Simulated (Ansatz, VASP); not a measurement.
**One calculation of C, two programs**

```
CELL_PARAMETERS angstrom
2.52055 0.00000 0.00000
-1.26027 2.18286 0.00000
0.00000 0.00000 12.73980
ATOMIC_POSITIONS crystal
C 0.00000 0.00000 0.18686
C 0.00000 0.00000 0.68686
C 0.00000 0.00000 0.31314
C 0.00000 0.00000 0.81314
C 0.33333 0.66667 0.52077
C 0.66667 0.33333 0.02077
C 0.33333 0.66667 0.97923
C 0.66667 0.33333 0.47923
C 0.33333 0.66667 0.64510
C 0.66667 0.33333 0.14510
C 0.33333 0.66667 0.85490
C 0.66667 0.33333 0.35490
```

Alike in both runs: task single point; functional PBE; k mesh 12 × 12 × 2; occupations gaussian, width 0.05 eV; no spin polarisation.

|  | VASP | Ansatz |
| --- | --- | --- |
| version | VASP 6.6.1 | Ansatz 0.2.0 |
| potentials or method | VASP PAW PBE potentials, release 64 (C), cutoff 520 eV | scalar-relativistic, plane waves, PAW |
| valence electrons in the cell | 48 | 48 |

|  | VASP | Ansatz | Ansatz less VASP |
| --- | --- | --- | --- |
| gap on the k mesh at the Fermi level (eV) | 4.44 | 4.45 | +0.007 |
| least direct gap on the mesh (eV) | 4.86 | 4.86 | +0.004 |
| pressure (GPa) | -9.4 | -9.9 | -0.54 |
| traceless stress, the component that is largest in VASP (GPa) | -17.98 | -17.85 | +0.123 |
| rms of the force components (eV/Å) | 0.014 | 0.017 | +0.0031 |

Atom by atom the forces differ by 0.005 eV/Å (rms over components). With one functional, cell and mesh, what is left measures potentials, basis and numerics.
